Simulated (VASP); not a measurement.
# SiO2 (I4/mmm) in VASP: single point with LDA

Aim: the single point of SiO2 with LDA.

Everything below comes from runs of VASP 6.6.1. Logs are shortened: lines on timing, memory, paths and dates and some standing lists are left out, and cuts for length are marked.

### Step 1. The cell of the first run

Symmetry: I4/mmm, No. 139, tetragonal system. Conventional cell: a = 9.247 Å, b = 9.247 Å, c = 5.326 Å, α = 90.00°, β = 90.00°, γ = 90.00°. Si (site symmetry m2m) has 4 O at 1.65 Å within 2.2 Å. Within 2.2 Å of O (site symmetry 2/m) lie 2 Si at 1.65 Å. O (site symmetry m2m) has 2 Si at 1.65 Å within 2.2 Å.

### Step 2. Single point, LDA (volume scaled by 1.10, then relaxed in part)

Input file INCAR:

```
SYSTEM = SiO2
PREC = Accurate
ENCUT = 520
EDIFF = 1E-6
ISMEAR = 0
SIGMA = 0.02
LREAL = .FALSE.
LASPH = .TRUE.
NELM = 60
ALGO = Normal
ISIF = 2
LWAVE = .FALSE.
LCHARG = .FALSE.
NBANDS = 44
```

Input file KPOINTS:

```
Automatic mesh
0
G
  6 6 6
  0 0 0
```

Input file POSCAR:

```
SiO2
1.0
   -4.6235296034      4.6235296034      2.6632164328
    4.6235296034     -4.6235296034      2.6632164328
    4.6235296034      4.6235296034     -2.6632164328
Si O
4 8
Direct
    0.1758969011      0.1758969011      0.3517938021
    0.8241030989      0.1758969011      0.0000000000
    0.1758969011      0.8241030989      0.0000000000
    0.8241030989      0.8241030989      0.6482061979
    0.5000000000      0.5000000000      0.5000000000
    0.0000000000      0.5000000000      0.0000000000
    0.5000000000      0.0000000000      0.0000000000
    0.0000000000      0.0000000000      0.5000000000
    0.0000000000      0.2026040922      0.2026040922
    0.7973959078      0.0000000000      0.7973959078
    0.2026040922      0.0000000000      0.2026040922
    0.0000000000      0.7973959078      0.7973959078
```

Potentials or basis: VASP PAW LDA potentials, release 64 (Si, O).

Command:

```console
$ cat potpaw_LDA.64/Si/POTCAR potpaw_LDA.64/O/POTCAR > POTCAR
$ mpirun -np 1 vasp_std > vasp.out
```

OUTCAR:

```text
SYSTEM = SiO2
   PREC = Accurate
   ENCUT = 520
   EDIFF = 1E-6
   ISMEAR = 0
   LREAL = .FALSE.
   LASPH = .TRUE.
   NELM = 60
   ISIF = 2

 ion  position               nearest neighbor table
   1  0.176  0.176  0.352-   9 1.65  11 1.65   5 1.65   8 1.65
   2  0.824  0.176  0.000-   9 1.65  10 1.65   6 1.65   7 1.65
   3  0.176  0.824  0.000-  11 1.65  12 1.65   6 1.65   7 1.65
   4  0.824  0.824  0.648-  10 1.65  12 1.65   5 1.65   8 1.65
   5  0.500  0.500  0.500-   1 1.65   4 1.65
   6  0.000  0.500  0.000-   2 1.65   3 1.65
   7  0.500  0.000  0.000-   2 1.65   3 1.65
   8  0.000  0.000  0.500-   1 1.65   4 1.65
   9  0.000  0.203  0.203-   1 1.65   2 1.65
  10  0.797  0.000  0.797-   4 1.65   2 1.65
  11  0.203  0.000  0.203-   1 1.65   3 1.65
  12  0.000  0.797  0.797-   4 1.65   3 1.65

  LATTYP: Found a body centered tetragonal cell.
 ALAT       =     9.2470592068
 C/A-ratio  =     0.5760137084

  Lattice vectors:

 A1 = (  -4.6235296034,   4.6235296034,   2.6632164328)
 A2 = (   4.6235296034,  -4.6235296034,   2.6632164328)
 A3 = (   4.6235296034,   4.6235296034,  -2.6632164328)

Analysis of symmetry for initial positions (statically):
=====================================================================
 Subroutine PRICEL returns:
 Original cell was already a primitive cell.

 Routine SETGRP: Setting up the symmetry group for a
 body centered tetragonal supercell.

 Subroutine GETGRP returns: Found 16 space group operations
 (whereof 16 operations were pure point group operations)
 out of a pool of 16 trial point group operations.

The static configuration has the point symmetry D_4h.

Analysis of symmetry for dynamics (positions and initial velocities):
=====================================================================
 Subroutine PRICEL returns:
 Original cell was already a primitive cell.

 Routine SETGRP: Setting up the symmetry group for a
 body centered tetragonal supercell.

 Subroutine GETGRP returns: Found 16 space group operations
 (whereof 16 operations were pure point group operations)
 out of a pool of 16 trial point group operations.

The dynamic configuration has the point symmetry D_4h.

 Subroutine INISYM returns: Found 16 space group operations
 (whereof 16 operations are pure point group operations),
 and found     1 'primitive' translations

----------------------------------------------------------------------------------------

                                     Primitive cell

  volume of cell :     227.7266

  direct lattice vectors                    reciprocal lattice vectors
    -4.623529603  4.623529603  2.663216433     0.000000000  0.108142489  0.187742909
     4.623529603 -4.623529603  2.663216433     0.108142489  0.000000000  0.187742909
     4.623529603  4.623529603 -2.663216433     0.108142489  0.108142489  0.000000000

  length of vectors
     7.060224767  7.060224767  7.060224767     0.216661482  0.216661482  0.152936575

  position of ions in fractional coordinates (direct lattice)
     0.175896901  0.175896901  0.351793802
     0.824103099  0.175896901  0.000000000
     0.175896901  0.824103099  0.000000000
     0.824103099  0.824103099  0.648206198
     0.500000000  0.500000000  0.500000000
     0.000000000  0.500000000  0.000000000
     0.500000000  0.000000000  0.000000000
     1.000000000  1.000000000  0.500000000
     0.000000000  0.202604092  0.202604092
     0.797395908  0.000000000  0.797395908
     0.202604092  0.000000000  0.202604092
     0.000000000  0.797395908  0.797395908

  ion indices of the primitive-cell ions
   primitive index   ion index
                 1           1
                 2           2
                 3           3
                 4           4
                 5           5
                 6           6
                 7           7
                 8           8
                 9           9
                10          10
                11          11
                12          12

----------------------------------------------------------------------------------------

 KPOINTS: Automatic mesh

Automatic generation of k-mesh.
 Grid dimensions read from file:
 generate k-points for:    6    6    6

 Generating k-lattice:

  Cartesian coordinates                     Fractional coordinates (reciprocal lattice)
     0.000000000  0.018023748  0.031290485     0.166666667  0.000000000 -0.000000000
     0.018023748  0.000000000  0.031290485     0.000000000  0.166666667 -0.000000000
     0.018023748  0.018023748  0.000000000     0.000000000  0.000000000  0.166666667

  Length of vectors
     0.036110247  0.036110247  0.025489429

  Shift w.r.t. Gamma in fractional coordinates (k-lattice)
     0.000000000  0.000000000  0.000000000

 Subroutine IBZKPT returns following result:
 ===========================================

 Found     30 irreducible k-points:

 Following reciprocal coordinates:
            Coordinates               Weight
  0.000000  0.000000  0.000000      1.000000
  0.166667 -0.000000  0.000000      8.000000
  0.333333 -0.000000  0.000000      8.000000
  0.500000 -0.000000  0.000000      4.000000
  0.166667  0.166667  0.000000      8.000000
  0.333333  0.166667  0.000000     16.000000
[... 16 lines left out ...]
 -0.333333 -0.333333  0.166667      8.000000
 -0.166667 -0.333333  0.166667      8.000000
 [... further k-points ...]
   k-points           NKPTS =     30   k-points in BZ     NKDIM =     30   number of bands    NBANDS=     44
   number of dos      NEDOS =    301   number of ions     NIONS =     12
   total plane-waves  NPLWV = 157464
   dimension x,y,z NGX =    54 NGY =   54 NGZ =   54
   dimension x,y,z NGXF=   108 NGYF=  108 NGZF=  108
   ions per type =               4   8
   NGX,Y,Z   is equivalent  to a cutoff of  12.72, 12.72, 12.72 a.u.
   NGXF,Y,Z  is equivalent  to a cutoff of  25.43, 25.43, 25.43 a.u.
 SYSTEM =  SiO2
   PREC   = accura    normal or accurate (medium, high low for compatibility)
   ISTART =      0    job   : 0-new  1-cont  2-samecut
   ICHARG =      2    charge: 1-file 2-atom 10-const
   ISPIN  =      1    spin polarized calculation?
   LNONCOLLINEAR =      F non collinear calculations
   LSORBIT =      F    spin-orbit coupling
   LASPH  =      T    aspherical Exc in radial PAW
   ENCUT  =  520.0 eV  38.22 Ry    6.18 a.u.  13.13 13.13 13.13*2*pi/ulx,y,z
   NELM   =     60;   NELMIN=  2; NELMDL= -5     # of ELM steps
   EDIFF  = 0.1E-05   stopping-criterion for ELM
   LREAL  =      F    real-space projection
   EDIFFG = 0.1E-04   stopping-criterion for IOM
   NSW    =      0    number of steps for IOM
   IBRION =     -1    ionic relax: 0-MD 1-quasi-New 2-CG
   NFREE  =      0    steps in history (QN), initial steepest desc. (CG)
   ISIF   =      2    stress and relaxation
   ISYM   =      2    0-nonsym 1-usesym 2-fastsym
   POTIM  = 0.5000    time-step for ionic-motion
   TEBEG  =    0.0;   TEEND  =   0.0 temperature during run
   PSTRESS=    0.0 pullay stress
   NELECT =      64.0000    total number of electrons
   NUPDOWN=      -1.0000    fix difference up-down
   EMIN   =  10.00;   EMAX   =-10.00  energy-range for DOS
   EFERMI =   0.00;   METHOD = LEGACY
   ISMEAR =     0;   SIGMA  =   0.02  broadening in eV -4-tet -1-fermi 0-gaus
   EFERMI_NEDOS =   21; number of points for ismear=-14 and -15
   IALGO  =     38    algorithm
   IMIX   =      4    mixing-type and parameters
     AMIX     =   0.40;   BMIX     =  1.00
     AMIX_MAG =   1.60;   BMIX_MAG =  1.00
  volume/ion in A,a.u.               =      18.98       128.06
  Fermi-wavevector in a.u.,A,eV,Ry     =   1.072334  2.026418 15.645354  1.149901
  Thomas-Fermi vector in A             =   2.208101
   LORBIT       =      0    0 simple, 1 ext, 2 COOP (PROOUT), +10 PAW based schemes
   GGA     = CA    functional components
   LHFCALC =     F    Hartree Fock is set to
   AEXX    =    0.0000 exact exchange contribution
   IVDW    =     0    specifies the selected vdW correction
   LEPSILON=     F    determine dielectric tensor
   LRPA    =     F    only Hartree local field effects (RPA)
 non-spin polarized calculation
 Gauss-broadening in eV      SIGMA  =   0.02
  energy-cutoff  :      520.00
  volume of cell :      227.73
 maximum number of plane-waves:      6174
 NGX is ok and might be reduce to    54
   NGX = 27   NGY = 27   NGZ = 27

 number of electron      63.9999966 magnetization

 Free energy of the ion-electron system (eV)
  ---------------------------------------------------
  ext. energy  EPLUGINS =         0.00000000
  ---------------------------------------------------
  free energy    TOTEN  =      -102.92396489 eV

  energy without entropy =     -102.92396489  energy(sigma->0) =     -102.92396489

 E-fermi :  -1.7197     XC(G=0):  -7.4755

 val. band max:       -1.8092497170   @ k =   0.0000   0.0000   0.0000
 cond. band min:       3.1679873684   @ k =   0.0000   0.0000   0.0000
 fundamental gap:      4.9772370853
 Fermi energy:        -1.7197334537

 k-point     1 :       0.0000    0.0000    0.0000
  band No.  band energies     occupation
      1     -20.6345      2.00000
      2     -19.8216      2.00000
      3     -19.3241      2.00000
      4     -19.3241      2.00000
      5     -18.8178      2.00000
      6     -18.6880      2.00000
[... 36 lines left out ...]
     43       8.6802      0.00000
     44       9.1017      0.00000

 k-point     2 :       0.1667   -0.0000    0.0000
  band No.  band energies     occupation
      1     -20.5719      2.00000
      2     -19.8161      2.00000
      3     -19.4148      2.00000
      4     -19.3195      2.00000
      5     -18.8089      2.00000
      6     -18.7028      2.00000
[... 36 lines left out ...]
     43       8.4082      0.00000
     44       8.6100      0.00000

 k-point     3 :       0.3333   -0.0000    0.0000
  band No.  band energies     occupation
      1     -20.4066      2.00000
      2     -19.8021      2.00000
      3     -19.6362      2.00000
      4     -19.3161      2.00000
      5     -18.7925      2.00000
      6     -18.7290      2.00000
[... 36 lines left out ...]
     43       8.4041      0.00000
     44       8.4104      0.00000

 k-point     4 :       0.5000   -0.0000    0.0000
  band No.  band energies     occupation
      1     -20.2735      2.00000
      2     -19.7973      2.00000
      3     -19.7935      2.00000
      4     -19.3176      2.00000
      5     -18.7837      2.00000
      6     -18.7419      2.00000
[... 882 lines left out ...]
     43       8.2368      0.00000
     44       8.6918      0.00000

 k-point    23 :      -0.3333   -0.3333    0.1667
  band No.  band energies     occupation
      1     -20.1985      2.00000
      2     -20.0175      2.00000
      3     -19.8687      2.00000
      4     -19.0635      2.00000
      5     -18.7582      2.00000
      6     -18.7441      2.00000
[... 36 lines left out ...]
     43       8.1811      0.00000
     44       8.6560      0.00000

 k-point    24 :      -0.1667   -0.3333    0.1667
  band No.  band energies     occupation
      1     -20.2742      2.00000
      2     -19.7957      2.00000
      3     -19.7948      2.00000
      4     -19.3146      2.00000
      5     -18.7864      2.00000
      6     -18.7400      2.00000
[... 36 lines left out ...]
     43       8.5596      0.00000
     44       8.6423      0.00000

 [... further k-points ...]
[... 5 lines left out ...]
  --------------------------------------------------------------------------------------
  -------------------------------------------------------------------------------------
  Total      -15.1405197    -15.1405197    -15.3808080      0.0000000      0.0000000     -0.0000000
  in kB     -106.5215865   -106.5215865   -108.2121421      0.0000000      0.0000000     -0.0000000
  external PRESSURE =    -107.0851050 kB  Pullay stress =       0.0000000 kB

 VOLUME and BASIS-vectors are now :
 -----------------------------------------------------------------------------
  energy-cutoff  :      520.00
  volume of cell :      227.73
      direct lattice vectors                 reciprocal lattice vectors
    -4.623529603  4.623529603  2.663216433     0.000000000  0.108142489  0.187742909
     4.623529603 -4.623529603  2.663216433     0.108142489  0.000000000  0.187742909
     4.623529603  4.623529603 -2.663216433     0.108142489  0.108142489  0.000000000

 POSITION                                       TOTAL-FORCE (eV/Angst)
 -----------------------------------------------------------------------------------
      1.62653      1.62653      0.00000         0.024701      0.024701     -0.000000
     -2.99700      2.99700      2.66322         0.024701     -0.024701      0.000000
      2.99700     -2.99700      2.66322        -0.024701      0.024701     -0.000000
      2.99700      2.99700      2.66322        -0.024701     -0.024701      0.000000
      2.31176      2.31176      1.33161        -0.000000     -0.000000     -0.000000
      2.31176     -2.31176      1.33161        -0.000000     -0.000000     -0.000000
     -2.31176      2.31176      1.33161        -0.000000     -0.000000     -0.000000
      2.31176      2.31176     -1.33161        -0.000000     -0.000000     -0.000000
      1.87349      0.00000      0.00000         0.010666     -0.000000      0.000000
      0.00000      7.37357      0.00000        -0.000000     -0.010666     -0.000000
      0.00000      1.87349      0.00000        -0.000000      0.010666      0.000000
      7.37357      0.00000      0.00000        -0.010666     -0.000000     -0.000000
 -----------------------------------------------------------------------------------
    total drift:                                0.000000      0.000000     -0.000000

  FREE ENERGIE OF THE ION-ELECTRON SYSTEM (eV)
  ---------------------------------------------------
  free  energy   TOTEN  =      -102.9239648878 eV

  energy  without entropy=     -102.9239648878  energy(sigma->0) =     -102.92396489
```

Run time: 9.5 min. Hardware: 1 thread of Intel Xeon Platinum 8375C at 2.90GHz (Ice Lake), shared host; peak memory 0.42 GiB.

What came out:

| Quantity | Value |
| --- | --- |
| Free energy | -102.9240 eV |
| Pressure | -10.7 GPa |
| Largest force | 0.035 eV/Å |
| Band gap on the k mesh | 4.98 eV, direct |

Forces on the atoms (eV/Å):
```
Si   0.025  0.025  0.000
Si   0.025 -0.025  0.000
Si  -0.025  0.025  0.000
Si  -0.025 -0.025  0.000
O    0.000  0.000  0.000
O    0.000  0.000  0.000
O    0.000  0.000  0.000
O    0.000  0.000  0.000
O    0.011  0.000  0.000
O    0.000 -0.011  0.000
O    0.000  0.011  0.000
O   -0.011  0.000  0.000
```

Levels at points of the mesh, in eV from the valence-band top:
```
           k point  band 29  band 30  band 31  band 32  band 33  band 34  band 35  band 36
(0.00, 0.00, 0.00)    -0.66    -0.54    -0.05     0.00     4.98     7.58     7.71     8.18
(0.50, 0.00, 0.00)    -1.05    -0.77    -0.58    -0.15     6.97     7.46     7.93     8.30
(0.50, 0.50, 0.00)    -0.44    -0.30    -0.26    -0.18     6.07     6.48     7.89     8.08
(0.50, 0.50, 0.50)    -0.91    -0.06     0.00     0.00     6.73     6.73     7.39     7.79
```

 A k mesh can miss the band edges.
